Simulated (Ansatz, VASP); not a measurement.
**W in VASP and in Ansatz**

```
CELL_PARAMETERS angstrom
0.00000 2.00602 2.00602
2.00602 0.00000 2.00602
2.00602 2.00602 0.00000
ATOMIC_POSITIONS crystal
W 0.00000 0.00000 0.00000
```

Alike in both runs: task relaxation of cell and atoms; functional PBE; k mesh 17 × 17 × 17; occupations fermi-dirac, width 0.1 eV; no spin polarisation.

|  | VASP | Ansatz |
| --- | --- | --- |
| version | VASP 6.6.1 | Ansatz 0.2.0 |
| potentials or method | VASP PAW PBE potentials, release 64 (W_sv) | PAW with Ansatz's default frozen-core files, scalar-relativistic |
| plane-wave cutoff (eV) | 600 | 420 |
| valence electrons in the cell | 14 | 14 |

Ansatz gave:

- relaxed volume (Å³/atom): 16.46
- relaxed length of the cell vector where the two differ most in proportion (Å): 2.856

**Question.** What did VASP give for the same quantities?

**Answer.** Relaxed volume (Å³/atom): 16.50; relaxed length of the cell vector where the two differ most in proportion (Å): 2.857.

Neither program's run includes spin-orbit coupling.
